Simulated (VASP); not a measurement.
**Cu: single point with r2SCAN**

Cu:

```xyz
1
Lattice="-1.4477 1.4477 1.3693 1.4477 -1.4477 1.3693 1.4477 1.4477 -1.3693" Properties=species:S:1:pos:R:3 pbc="T T T"
Cu    0.0000    0.0000    0.0000
```

- Program: VASP 6.6.1
- Task: single point
- Functional: r2SCAN
- Potentials or basis: VASP PAW PBE potentials, release 64 (Cu)
- Cutoff: 520 eV
- k mesh: 20 × 20 × 20
- Occupations: gaussian, width 0.1 eV
- Spin: no spin polarisation
- Dipole correction: no
- Further INCAR settings: ALGO = Normal; EDIFF = 1e-06; NBANDS = 12

The pressure is 0.7 GPa.

Stress tensor (GPa, compression positive):
```
0.72 0.00 0.00
0.00 0.72 0.00
0.00 0.00 0.61
```

Levels at points of the mesh, in eV from the Fermi level:
```
           k point  band 2  band 3  band 4  band 5  band 6  band 7  band 8  band 9  band 10  band 11
(0.00, 0.00, 0.00)   -3.45   -3.22   -3.22   -2.39   -2.15   25.72   25.72   27.31    30.03    30.27
(0.50, 0.00, 0.00)   -4.16   -2.28   -2.03   -1.46   -0.52    4.98   18.05   18.30    22.05    25.33
(0.50, 0.50, 0.00)   -3.87   -2.45   -2.20   -1.49   -0.97    4.34   19.55   20.05    23.51    26.65
(0.50, 0.50, 0.50)   -4.95   -1.66   -1.66   -1.60    8.06    8.06   10.34   13.62    14.40    17.76
```

Run time: 2.2 min on 1 thread of AMD EPYC 9R45 96-Core Processor (Zen 5) (shared host), peak memory 0.16 GiB.

Caveat: the PAW data sets were made with another functional, which shifts forces and pressure a little.
